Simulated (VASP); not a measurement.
Runs of VASP 6.6.1 on SrTe. Symmetry: Fm-3m, No. 225, cubic system. Conventional cell: a = 6.706 Å, b = 6.706 Å, c = 6.706 Å, α = 90.00°, β = 90.00°, γ = 90.00°. Sr (site symmetry m-3m) has 6 Te at 3.35 Å within 4.4 Å. Within 4.4 Å of Te (site symmetry m-3m) lie 6 Sr at 3.35 Å. 

```tsv
level	cutoff (eV)	grid for exact exchange (PRECFOCK)	share of exact exchange	screening parameter	gap on the mesh (eV)	pressure (GPa)
PBE-based screened hybrid	400	Normal	0.3	0.1 1/Å	3.02	(b)
HSE06	400	Normal	-	0.2079 1/Å	2.49	(c)
PBE-based screened hybrid	400	Normal	0.5	0.3 1/Å	2.94	-0.6
PBE	500	-	-	-	1.74	(a)
PBE-based screened hybrid	400	Normal	0.1	0.3 1/Å	1.96	0.2
```

Alike in all rows: task single point; potentials or basis VASP PAW PBE potentials, release 64 (Sr_sv, Te); no spin polarisation; cell as given; k mesh 4 × 4 × 4; smearing gaussian 0.01 eV.

Problem. Fill in the values left out.

Solution. (a) 0.4; (b) -0.4; (c) -0.2.

Caveats: spin-orbit coupling is left out, which moves the levels of the heavy elements; the PAW data sets were made with another functional, which shifts forces and pressure a little (some runs).

A k mesh can miss the band edges, and the runs leave out spin-orbit coupling on Sr, Te.
